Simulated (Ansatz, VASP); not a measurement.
## One calculation of Pb, two programs

```
Pb
1.0
     0.00000    2.49457    2.49457
     2.49457    0.00000    2.49457
     2.49457    2.49457    0.00000
Pb
1
Direct
  0.00000 0.00000 0.00000
```

Alike in both runs: task single point; functional r2SCAN; k mesh 16 × 16 × 16; occupations gaussian, width 0.05 eV; no spin polarisation.

```csv
,VASP,Ansatz
version,VASP 6.6.1,Ansatz 0.2.0
potentials or method,"VASP PAW PBE potentials, release 64 (Pb_d), cutoff 520 eV","scalar-relativistic, plane waves, PAW"
valence electrons in the cell,14,14
```

|  | VASP | Ansatz | Ansatz less VASP |
| --- | --- | --- | --- |
| gap on the k mesh at the Fermi level (eV) | none | none | - |
| pressure (GPa) | 0.0 | 0.0 | +0.02 |

VASP's potentials were made for PBE, not for r2SCAN. A gap of «none» marks a metal or a gap that the smearing closes. With one functional, cell and mesh, what is left measures potentials, basis and numerics.

Spin-orbit coupling is off throughout.
